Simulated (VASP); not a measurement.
# Ni2Cl (Fd-3m) in VASP: a series of runs

The runs below take Ni2Cl through single point, relaxation of cell and atoms, with PBE.

Everything below comes from runs of VASP 6.6.1. Logs are shortened: lines on timing, memory, paths and dates and some standing lists are left out, and cuts for length are marked.

### Step 1. The cell of the first run

It takes space group Fd-3m (No. 227, cubic). Conventional cell: a = 7.044 Å, b = 7.044 Å, c = 7.044 Å, α = 90.00°, β = 90.00°, γ = 90.00°. Within 3.3 Å of Ni (site symmetry -3m) lie 6 Ni at 2.49 Å and 6 Cl at 2.92 Å. Within 3.8 Å of Cl (site symmetry -43m) lie 12 Ni at 2.92 Å and 4 Cl at 3.05 Å.

The cell was generated, and may not be a known phase.

### Step 2. Single point, PBE, collinear spin, ferromagnetic start

File INCAR:

```
PREC = Accurate
ENCUT = 520
EDIFF = 1E-6
ISMEAR = 0
SIGMA = 0.1
LREAL = False
LASPH = True
NELM = 150
ALGO = Normal
ISIF = 2
LWAVE = False
LCHARG = False
ISPIN = 2
MAGMOM = 2 2 2 2 0 0
LORBIT = 11
LMAXMIX = 4
GGA = PE
NBANDS = 40
```

File KPOINTS:

```
regular mesh
0
Gamma
  4 4 4
```

File POSCAR:

```
Ni2Cl
1.0
    0.0000000000      3.5218841285      3.5218841285
    3.5218841285      0.0000000000      3.5218841285
    3.5218841285      3.5218841285      0.0000000000
Ni Cl
4 2
Direct
    0.1250000000      0.1250000000      0.1250000000
    0.6250000000      0.1250000000      0.1250000000
    0.1250000000      0.1250000000      0.6250000000
    0.1250000000      0.6250000000      0.1250000000
    0.5000000000      0.5000000000      0.5000000000
    0.7500000000      0.7500000000      0.7500000000
```

Potentials or basis: VASP PAW PBE potentials, release 64 (Ni, Cl).

Command:

```
$ cat potpaw_PBE.64/Ni/POTCAR potpaw_PBE.64/Cl/POTCAR > POTCAR
$ mpirun -np 1 vasp_std > vasp.out
```

OUTCAR:

```text
PREC = Accurate
   ENCUT = 520
   EDIFF = 1E-6
   ISMEAR = 0
   LREAL = False
   LASPH = True
   NELM = 150
   ISIF = 2
   ISPIN = 2
   LORBIT = 11
   GGA = PE

 ion  position               nearest neighbor table
   1  0.125  0.125  0.125-   2 2.49   3 2.49   4 2.49   3 2.49   4 2.49   2 2.49
   2  0.625  0.125  0.125-   1 2.49   3 2.49   4 2.49   1 2.49   3 2.49   4 2.49
   3  0.125  0.125  0.625-   1 2.49   1 2.49   2 2.49   4 2.49   4 2.49   2 2.49
   4  0.125  0.625  0.125-   1 2.49   3 2.49   1 2.49   2 2.49   3 2.49   2 2.49
   5  0.500  0.500  0.500-
   6  0.750  0.750  0.750-

  LATTYP: Found a face centered cubic cell.
 ALAT       =     7.0437682570

  Lattice vectors:

 A1 = (   0.0000000000,   3.5218841285,   3.5218841285)
 A2 = (   3.5218841285,   0.0000000000,   3.5218841285)
 A3 = (   3.5218841285,   3.5218841285,   0.0000000000)

Analysis of symmetry for initial positions (statically):
=====================================================================
 Subroutine PRICEL returns:
 Original cell was already a primitive cell.

 Routine SETGRP: Setting up the symmetry group for a
 face centered cubic supercell.

 Subroutine GETGRP returns: Found 48 space group operations
 (whereof 24 operations were pure point group operations)
 out of a pool of 48 trial point group operations.

The static configuration has the point symmetry T_d .
 The point group associated with its full space group is O_h .

Analysis of symmetry for dynamics (positions and initial velocities):
=====================================================================
 Subroutine PRICEL returns:
 Original cell was already a primitive cell.

 Routine SETGRP: Setting up the symmetry group for a
 face centered cubic supercell.

 Subroutine GETGRP returns: Found 48 space group operations
 (whereof 24 operations were pure point group operations)
 out of a pool of 48 trial point group operations.

The dynamic configuration has the point symmetry T_d .
 The point group associated with its full space group is O_h .

Analysis of structural, dynamic, and magnetic symmetry:
=====================================================================
 Subroutine PRICEL returns:
 Original cell was already a primitive cell.

 Routine SETGRP: Setting up the symmetry group for a
 face centered cubic supercell.

 Subroutine GETGRP returns: Found 48 space group operations
 (whereof 24 operations were pure point group operations)
 out of a pool of 48 trial point group operations.

The overall configuration has the point symmetry T_d .
 The point group associated with its full space group is O_h .

 Subroutine INISYM returns: Found 48 space group operations
 (whereof 24 operations are pure point group operations),
 and found     1 'primitive' translations

----------------------------------------------------------------------------------------

                                     Primitive cell

  volume of cell :      87.3686

  direct lattice vectors                    reciprocal lattice vectors
     0.000000000  3.521884128  3.521884128    -0.141969463  0.141969463  0.141969463
     3.521884128  0.000000000  3.521884128     0.141969463 -0.141969463  0.141969463
     3.521884128  3.521884128  0.000000000     0.141969463  0.141969463 -0.141969463

  length of vectors
     4.980696300  4.980696300  4.980696300     0.245898324  0.245898324  0.245898324

  position of ions in fractional coordinates (direct lattice)
     0.125000000  0.125000000  0.125000000
     0.625000000  0.125000000  0.125000000
     0.125000000  0.125000000  0.625000000
     0.125000000  0.625000000  0.125000000
     0.500000000  0.500000000  0.500000000
     0.750000000  0.750000000  0.750000000

  ion indices of the primitive-cell ions
   primitive index   ion index
                 1           1
                 2           2
                 3           3
                 4           4
                 5           5
                 6           6

----------------------------------------------------------------------------------------

 KPOINTS: regular mesh

Automatic generation of k-mesh.
 Grid dimensions read from file:
 generate k-points for:    4    4    4

 Generating k-lattice:

  Cartesian coordinates                     Fractional coordinates (reciprocal lattice)
    -0.035492366  0.035492366  0.035492366     0.250000000  0.000000000  0.000000000
     0.035492366 -0.035492366  0.035492366     0.000000000  0.250000000  0.000000000
     0.035492366  0.035492366 -0.035492366     0.000000000  0.000000000  0.250000000

  Length of vectors
     0.061474581  0.061474581  0.061474581

  Shift w.r.t. Gamma in fractional coordinates (k-lattice)
     0.000000000  0.000000000  0.000000000

 Subroutine IBZKPT returns following result:
 ===========================================

 Found      8 irreducible k-points:

 Following reciprocal coordinates:
            Coordinates               Weight
  0.000000  0.000000  0.000000      1.000000
  0.250000  0.000000  0.000000      8.000000
  0.500000  0.000000  0.000000      4.000000
  0.250000  0.250000  0.000000      6.000000
  0.500000  0.250000  0.000000     24.000000
 -0.250000  0.250000  0.000000     12.000000
  0.500000  0.500000  0.000000      3.000000
 -0.250000  0.500000  0.250000      6.000000
   k-points           NKPTS =      8   k-points in BZ     NKDIM =      8   number of bands    NBANDS=     40
   number of dos      NEDOS =    301   number of ions     NIONS =      6
   total plane-waves  NPLWV =  64000
   dimension x,y,z NGX =    40 NGY =   40 NGZ =   40
   dimension x,y,z NGXF=    80 NGYF=   80 NGZF=   80
   ions per type =               4   2
   NGX,Y,Z   is equivalent  to a cutoff of  13.35, 13.35, 13.35 a.u.
   NGXF,Y,Z  is equivalent  to a cutoff of  26.70, 26.70, 26.70 a.u.
 SYSTEM =  unknown system
   PREC   = accura    normal or accurate (medium, high low for compatibility)
   ISTART =      0    job   : 0-new  1-cont  2-samecut
   ICHARG =      2    charge: 1-file 2-atom 10-const
   ISPIN  =      2    spin polarized calculation?
   LNONCOLLINEAR =      F non collinear calculations
   LSORBIT =      F    spin-orbit coupling
   LASPH  =      T    aspherical Exc in radial PAW
   ENCUT  =  520.0 eV  38.22 Ry    6.18 a.u.   9.26  9.26  9.26*2*pi/ulx,y,z
[... 11 lines left out ...]
   PSTRESS=    0.0 pullay stress
   NELECT =      54.0000    total number of electrons
   NUPDOWN=      -1.0000    fix difference up-down
   EMIN   =  10.00;   EMAX   =-10.00  energy-range for DOS
   EFERMI =   0.00;   METHOD = LEGACY
   ISMEAR =     0;   SIGMA  =   0.10  broadening in eV -4-tet -1-fermi 0-gaus
   EFERMI_NEDOS =   21; number of points for ismear=-14 and -15
   IALGO  =     38    algorithm
   IMIX   =      4    mixing-type and parameters
     AMIX     =   0.40;   BMIX     =  1.00
     AMIX_MAG =   1.60;   BMIX_MAG =  1.00
  volume/ion in A,a.u.               =      14.56        98.27
  Fermi-wavevector in a.u.,A,eV,Ry     =   1.394508  2.635238 26.458606  1.944653
  Thomas-Fermi vector in A             =   2.518050
   LORBIT       =     11    0 simple, 1 ext, 2 COOP (PROOUT), +10 PAW based schemes
   GGA     = PE    functional components
   LHFCALC =     F    Hartree Fock is set to
   AEXX    =    0.0000 exact exchange contribution
   IVDW    =     0    specifies the selected vdW correction
   LEPSILON=     F    determine dielectric tensor
   LRPA    =     F    only Hartree local field effects (RPA)
 spin polarized calculation
 Gauss-broadening in eV      SIGMA  =   0.10
  energy-cutoff  :      520.00
  volume of cell :       87.37
 maximum number of plane-waves:      2397
 NGX is ok and might be reduce to    40
   NGX = 19   NGY = 19   NGZ = 19

 number of electron      54.0000038 magnetization       3.1219504

 Free energy of the ion-electron system (eV)
  ---------------------------------------------------
  ext. energy  EPLUGINS =         0.00000000
  ---------------------------------------------------
  free energy    TOTEN  =       -21.48929879 eV

  energy without entropy =      -21.41746523  energy(sigma->0) =      -21.45338201

 E-fermi :   6.7103     XC(G=0): -11.4741

 val. band max:        6.7020432400   @ k =   0.2500   0.0000   0.0000
 cond. band min:       6.7107660460   @ k =   0.5000   0.2500   0.0000
 fundamental gap:      0.0087228060
 Fermi energy:         6.7102963734

 spin component 1

 k-point     1 :       0.0000    0.0000    0.0000
  band No.  band energies     occupation
      1      -9.9627      1.00000
      2      -8.2823      1.00000
      3       1.2641      1.00000
      4       1.2641      1.00000
      5       1.2641      1.00000
      6       1.3172      1.00000
[... 31 lines left out ...]
     38      12.5721      0.00000
     39      20.6178      0.00000

 k-point     2 :       0.2500    0.0000    0.0000
  band No.  band energies     occupation
      1      -9.7826      1.00000
      2      -8.4810      1.00000
      3       0.4434      1.00000
      4       1.2105      1.00000
      5       1.2105      1.00000
      6       1.9505      1.00000
[... 241 lines left out ...]
     38      16.5096      0.00000
     39      16.6819      0.00000

 k-point     8 :      -0.2500    0.5000    0.2500
  band No.  band energies     occupation
      1      -9.1389      1.00000
      2      -9.1389      1.00000
      3       0.1488      1.00000
      4       0.1488      1.00000
      5       1.9679      1.00000
      6       1.9679      1.00000
[... 31 lines left out ...]
     38      15.8398      0.00000
     39      17.4798      0.00000
 Fermi energy:         6.7102963734

 spin component 2

 k-point     1 :       0.0000    0.0000    0.0000
  band No.  band energies     occupation
      1      -9.9173      1.00000
      2      -8.2273      1.00000
      3       1.3679      1.00000
      4       1.3679      1.00000
      5       1.3679      1.00000
      6       1.4619      1.00000
[... 31 lines left out ...]
     38      12.9318      0.00000
     39      20.6989      0.00000

 k-point     2 :       0.2500    0.0000    0.0000
  band No.  band energies     occupation
      1      -9.7364      1.00000
      2      -8.4270      1.00000
      3       0.4942      1.00000
      4       1.2850      1.00000
      5       1.2850      1.00000
      6       2.0915      1.00000
[... 241 lines left out ...]
     38      16.6915      0.00000
     39      16.7382      0.00000

 k-point     8 :      -0.2500    0.5000    0.2500
  band No.  band energies     occupation
      1      -9.0889      1.00000
      2      -9.0889      1.00000
      3       0.1906      1.00000
      4       0.1906      1.00000
      5       2.0411      1.00000
      6       2.0411      1.00000
[... 31 lines left out ...]
     38      15.9603      0.00000
     39      17.5425      0.00000
 [bands above 39 left out]

------------------------ aborting loop because EDIFF is reached ----------------------------------------

  FORCE on cell =-STRESS in cart. coord.  units (eV):
  Direction    XX          YY          ZZ          XY          YZ          ZX
  --------------------------------------------------------------------------------------
  -------------------------------------------------------------------------------------
  Total       -0.0362780     -0.0362780     -0.0362780      0.0000000      0.0000000     -0.0000000
  in kB       -0.6652716     -0.6652716     -0.6652716      0.0000000      0.0000000     -0.0000000
  external PRESSURE =      -0.6652716 kB  Pullay stress =       0.0000000 kB

 VOLUME and BASIS-vectors are now :
 -----------------------------------------------------------------------------
  energy-cutoff  :      520.00
  volume of cell :       87.37
      direct lattice vectors                 reciprocal lattice vectors
     0.000000000  3.521884128  3.521884128    -0.141969463  0.141969463  0.141969463
     3.521884128  0.000000000  3.521884128     0.141969463 -0.141969463  0.141969463
     3.521884128  3.521884128  0.000000000     0.141969463  0.141969463 -0.141969463

 POSITION                                       TOTAL-FORCE (eV/Angst)
 -----------------------------------------------------------------------------------
      0.88047      0.88047      0.88047         0.000000     -0.000000     -0.000000
      0.88047      2.64141      2.64141         0.000000     -0.000000     -0.000000
      2.64141      2.64141      0.88047         0.000000     -0.000000     -0.000000
      2.64141      0.88047      2.64141         0.000000     -0.000000     -0.000000
      3.52188      3.52188      3.52188         0.000000      0.000000      0.000000
      5.28283      5.28283      5.28283        -0.000000     -0.000000     -0.000000
 -----------------------------------------------------------------------------------
    total drift:                                0.000000      0.000000      0.000000

  FREE ENERGIE OF THE ION-ELECTRON SYSTEM (eV)
  ---------------------------------------------------
  free  energy   TOTEN  =       -21.4892987895 eV

  energy  without entropy=      -21.4174652308  energy(sigma->0) =      -21.45338201

 total charge

# of ion       s       p       d       tot
------------------------------------------
    1        0.403   0.288   8.369   9.060
    2        0.403   0.288   8.369   9.060
    3        0.403   0.288   8.369   9.060
    4        0.403   0.288   8.369   9.060
    5        1.640   3.357   0.000   4.997
    6        1.640   3.357   0.000   4.997
--------------------------------------------------
tot          4.893   7.865  33.474  46.233

 magnetization (x)

# of ion       s       p       d       tot
------------------------------------------
    1       -0.002  -0.006   0.774   0.766
    2       -0.002  -0.006   0.774   0.766
    3       -0.002  -0.006   0.774   0.766
    4       -0.002  -0.006   0.774   0.766
    5       -0.000   0.046   0.000   0.046
    6       -0.000   0.046   0.000   0.046
--------------------------------------------------
tot         -0.010   0.069   3.095   3.154
```

Wall time 2.1 min (1 thread of Oxide Virtual Turin-like, shared host); peak memory 0.26 GiB.

What came out:

| Item | Value |
| --- | --- |
| Free energy | -21.4893 eV |
| Pressure | -0.1 GPa |
| Net moment | 3.12 μB per cell |
| Site moments | Ni +0.77; Cl +0.05 μB |
| Valence electrons inside the program's atomic spheres | Ni 9.06; Cl 5.00 |

Caveat: the k points lie up to 0.39 Å⁻¹ apart. With open d or f shells a metallic result of PBE can be an artefact of self-interaction; +U or a hybrid may open a gap.

### Step 3. Single point, PBE, collinear spin, ferromagnetic start

This run uses another cell than the first one, of 16.59 Å³/atom.

File INCAR:

```
ALGO = Fast
EDIFF = 1E-6
ENCUT = 520
GGA = PE
ISIF = 2
ISMEAR = 0
ISPIN = 2
LASPH = T
LCHARG = F
LMAXMIX = 4
LORBIT = 11
LREAL = F
LWAVE = F
MAGMOM = 2 2 2 2 0 0
NBANDS = 40
NELM = 150
PREC = Accurate
SIGMA = 0.1
```

File KPOINTS:

```
k-points
0
Gamma
  4 4 4
```

Edit POSCAR of step 2 so:

```diff
@@ -2,5 +2,5 @@
 1.0
-    0.0000000000      3.5218841285      3.5218841285
-    3.5218841285      0.0000000000      3.5218841285
-    3.5218841285      3.5218841285      0.0000000000
+    0.0000000000      3.6782337900      3.6782337900
+    3.6782337900      0.0000000000      3.6782337900
+    3.6782337900      3.6782337900      0.0000000000
 Ni Cl
```

Potentials or basis: VASP PAW PBE potentials, release 64 (Ni, Cl).

Command:

```
$ cat potpaw_PBE.64/Ni/POTCAR potpaw_PBE.64/Cl/POTCAR > POTCAR
$ mpirun -np 1 vasp_std > vasp.out
```

It took 3.3 min on 1 thread of Oxide Virtual Turin-like, shared host; peak memory 0.27 GiB.

The run converged. Its results:

- Free energy: -21.1451 eV
- Pressure: -7.9 GPa
- Net moment: 3.93 μB per cell
- Site moments: Ni +0.93; Cl +0.09 μB
- Valence electrons inside the program's atomic spheres: Ni 8.91; Cl 5.00

Levels at points of the mesh, in eV from the Fermi level:
Spin up:
```csv
k point,band 25,band 26,band 27,band 28,band 29,band 30,band 31,band 32,band 33,band 34
"(0.00, 0.00, 0.00)",-0.92,-0.92,-0.49,-0.49,-0.49,1.23,4.06,4.06,5.08,5.08
"(0.50, 0.00, 0.00)",-0.98,-0.77,-0.67,-0.67,-0.49,0.39,3.57,3.57,3.59,5.39
"(0.50, 0.50, 0.00)",-0.83,-0.83,-0.78,-0.78,-0.07,-0.07,4.12,4.12,4.55,4.55
```
Spin down:
| k point | band 21 | band 22 | band 23 | band 24 | band 25 | band 26 | band 27 | band 28 | band 29 | band 30 |
| --- | --- | --- | --- | --- | --- | --- | --- | --- | --- | --- |
| (0.00, 0.00, 0.00) | -0.19 | -0.08 | -0.08 | -0.08 | -0.03 | -0.03 | 0.67 | 0.67 | 0.67 | 1.25 |
| (0.50, 0.00, 0.00) | -0.27 | -0.19 | -0.19 | -0.14 | -0.14 | -0.10 | 0.12 | 0.12 | 0.67 | 0.79 |
| (0.50, 0.50, 0.00) | -0.16 | -0.16 | -0.16 | -0.16 | -0.05 | -0.05 | 0.15 | 0.15 | 0.33 | 0.33 |

Caveat: the k points lie up to 0.37 Å⁻¹ apart. With open d or f shells a metallic result of PBE can be an artefact of self-interaction; +U or a hybrid may open a gap.

### Step 4. Relaxation of cell and atoms, PBE, collinear spin, ferromagnetic start

This run uses another cell than the first one, of 16.59 Å³/atom.

File INCAR:

```
SYSTEM = Ni2Cl
  ALGO = Fast
  EDIFF = 1E-6
  EDIFFG = -0.04
  ENCUT = 600
  GGA = PE
  IBRION = 2
  ISIF = 3
  ISMEAR = 0
  ISPIN = 2
  LASPH = .TRUE.
  LCHARG = .FALSE.
  LMAXMIX = 4
  LORBIT = 11
  LREAL = .FALSE.
  LWAVE = .FALSE.
  MAGMOM = 2 2 2 2 0 0
  NELM = 150
  NSW = 90
  PREC = Accurate
  SIGMA = 0.1
```

File KPOINTS:

```
k-points
0
G
  4 4 4
  0 0 0
```

POSCAR is that of step 3.

Command:

```
$ cat potpaw_PBE.64/Ni/POTCAR potpaw_PBE.64/Cl/POTCAR > POTCAR
$ mpirun -np 1 vasp_std > vasp.out
```

Wall time 6.9 min (1 thread of Oxide Virtual Turin-like, shared host); peak memory 0.31 GiB.

The run converged. Its results:

- Free energy: -21.4930 eV
- Relaxed volume: 14.56 Å³/atom
- Relaxed cell: a = 4.980 Å, b = 4.980 Å, c = 4.980 Å, α = 60.00°, β = 60.00°, γ = 60.00°
- Space group after relaxing (to 0.1 Å): Fd-3m (No. 227)
- Energy gained by relaxing: 58.1 meV/atom
- Ionic steps: 3
- Pressure after relaxing: -0.2 GPa
- Net moment: 3.11 μB per cell
- Site moments: Ni +0.77; Cl +0.04 μB
- Valence electrons inside the program's atomic spheres: Ni 9.06; Cl 5.00

The path:
```
step  energy change (eV)  largest force (eV/Å)  pressure (GPa)  volume (Å³)
   1              0.0000                0.0000           -7.93        99.53
   2             -0.3460                0.0000           -0.82        88.17
   3             -0.3486                0.0000           -0.18        87.34
```

Final structure:
```
Ni Cl
1.0
     0.00000    3.52146    3.52146
     3.52146    0.00000    3.52146
     3.52146    3.52146    0.00000
Ni Cl
4 2
Direct
  0.12500 0.12500 0.12500
  0.62500 0.12500 0.12500
  0.12500 0.12500 0.62500
  0.12500 0.62500 0.12500
  0.50000 0.50000 0.50000
  0.75000 0.75000 0.75000
```

Levels at points of the mesh, in eV from the Fermi level:
Spin up:
```
           k point  band 26  band 27  band 28  band 29  band 30  band 31
(0.00, 0.00, 0.00)    -0.81    -0.25    -0.25    -0.25     1.24     3.76
(0.50, 0.00, 0.00)    -0.73    -0.51    -0.51    -0.26     0.64     3.91
(0.50, 0.50, 0.00)    -0.74    -0.63    -0.63     0.02     0.02     4.67
```
Spin down:
| k point | band 22 | band 23 | band 24 | band 25 | band 26 | band 27 | band 28 | band 29 | band 30 | band 31 |
| --- | --- | --- | --- | --- | --- | --- | --- | --- | --- | --- |
| (0.00, 0.00, 0.00) | -0.13 | -0.13 | -0.13 | -0.08 | -0.08 | 0.80 | 0.80 | 0.80 | 1.23 | 3.79 |
| (0.50, 0.00, 0.00) | -0.27 | -0.27 | -0.21 | -0.21 | -0.16 | 0.13 | 0.13 | 0.80 | 0.91 | 3.97 |
| (0.50, 0.50, 0.00) | -0.24 | -0.20 | -0.20 | -0.09 | -0.09 | 0.15 | 0.15 | 0.30 | 0.30 | 4.91 |

Caveat: the k points lie up to 0.39 Å⁻¹ apart in the final cell.

### Step 5. The runs side by side

```tsv
task	cell	cutoff (eV)	gap on the mesh (eV)	pressure (GPa)	moment (μB)
single point	a = 4.981 Å, angles 60.0°, 6 atoms	520	none	-0.1	3.12
single point	a = 5.202 Å, angles 60.0°, 6 atoms	520	none	-7.9	3.93
relaxation of cell and atoms	relaxed from a = 5.202 Å, angles 60.0°, 6 atoms	600	none	-0.2	3.11
```

Alike in all rows: level PBE; potentials or basis VASP PAW PBE potentials, release 64 (Ni, Cl); spin collinear, ferromagnetic start; k mesh 4 × 4 × 4; smearing gaussian 0.1 eV.

Caveats: all runs use coarse meshes.

Absolute energies hang on the potentials; compare differences alone.
